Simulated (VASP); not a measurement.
NaV, 2 atoms in the cell. The structure is trigonal, space group R-3m (No. 166). Conventional cell: a = 2.816 Å, b = 2.816 Å, c = 16.881 Å, α = 90.00°, β = 90.00°, γ = 120.00°. Na (site symmetry -3m) has 6 Na at 2.82 Å and 6 V at 3.25 Å within 3.7 Å. Within 3.7 Å of V (site symmetry -3m) lie 6 V at 2.82 Å and 6 Na at 3.25 Å. 

```yaml
Program: VASP 6.6.1
Task: single point
Functional: PBE
Potentials_or_basis: VASP PAW PBE potentials, release 64 (Na_pv, V_sv)
Cutoff: 520 eV
k_mesh: 6 × 6 × 6
Occupations: gaussian, width 0.1 eV
Spin: collinear spin, ferromagnetic start
Starting_moments: "[0.0, 1.72] μB"
Dipole_correction: no
Further_INCAR_settings: ALGO = Normal; EDIFF = 1e-07; NBANDS = 21
```

Potentials or basis: VASP PAW PBE potentials, release 64 (Na_pv, V_sv).

The run is started by

```bash
$ cat potpaw_PBE.64/Na_pv/POTCAR potpaw_PBE.64/V_sv/POTCAR > POTCAR
$ mpirun -np 1 vasp_std > vasp.out
```

Hardware: 1 thread of AMD EPYC 7R13 Processor (Zen 3) (shared host).

**Question.** How long does it take, and how much memory?

**Answer.** Run time: 5.2 min on 1 thread of AMD EPYC 7R13 Processor (Zen 3), with other jobs on the host, peak memory 0.37 GiB. Counts: scf iterations 24, k points 32.
